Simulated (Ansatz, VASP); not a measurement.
## As in VASP and in Ansatz

INCAR

```
  PREC = Accurate
  ENCUT = 400
  EDIFF = 1E-6
  ISMEAR = 0
  SIGMA = 0.05
  LREAL = False
  LASPH = True
  NELM = 120
  ALGO = Normal
  ISIF = 2
  LWAVE = False
  LCHARG = False
  LDIPOL = True
  IDIPOL = 3
  DIPOL = 0.5 0.5 0.363
  GGA = PE
  IVDW = 12
  NBANDS = 38
  GGA_COMPAT = False
  NELMDL = -8
```

File KPOINTS:

```
Automatic mesh
0
Gamma
  9 9 1
```

Contents of POSCAR:

```
As
1.0
    3.5713380906      0.0000000000      0.0000000000
   -1.7856690453      3.0928695120      0.0000000000
    0.0000000000      0.0000000000     20.2952802043
As
4
Direct
    0.3333333333      0.6666666667      0.2905917062
    0.6666666667      0.3333333333      0.2217264287
    0.6666666667      0.3333333333      0.5033327996
    0.3333333333      0.6666666667      0.4344675222
```

Input for Ansatz:

```yaml
crystal:
  lattice:
    - [3.5713380906, 0.0, 0.0]
    - [-1.7856690453, 3.092869512, 0.0]
    - [0.0, 0.0, 20.2952802043]
  atoms:
    - { symbol: As, position: [0.3333333333, 0.6666666667, 0.2905917062] }
    - { symbol: As, position: [0.6666666667, 0.3333333333, 0.2217264287] }
    - { symbol: As, position: [0.6666666667, 0.3333333333, 0.5033327996] }
    - { symbol: As, position: [0.3333333333, 0.6666666667, 0.4344675222] }
basis:
  ecutwfc: 420
kpoints:
  mp_grid: { grid: [9, 9, 1] }
hamiltonian:
  xc: pbe
  dispersion: d3bj
scf:
  occupations: { method: gaussian, width: 0.05 }
output:
  forces: true
  eigenvalues: true
efield:
  axis: 3
  dipole_correction: true
  ramp_width: 0.04
```

Alike in both runs: task single point; functional PBE; dispersion D3(BJ); k mesh 9 × 9 × 1; occupations gaussian, width 0.05 eV; no spin polarisation.

|  | VASP | Ansatz |
| --- | --- | --- |
| version | VASP 6.6.1 | Ansatz 0.2.0 |
| potentials or method | VASP PAW PBE potentials, release 64 (As_d), cutoff 400 eV | scalar-relativistic, plane waves, PAW |
| valence electrons in the cell | 60 | 60 |

Ansatz gave:

* gap on the k mesh at the Fermi level (eV): 0.19
* least direct gap on the mesh (eV): 0.77
* rms of the force components (eV/Å): 0.372

Which values does VASP return?

gap on the k mesh at the Fermi level (eV): 0.18; least direct gap on the mesh (eV): 0.76; rms of the force components (eV/Å): 0.364.

Atom by atom the forces differ by 0.014 eV/Å (rms over components).
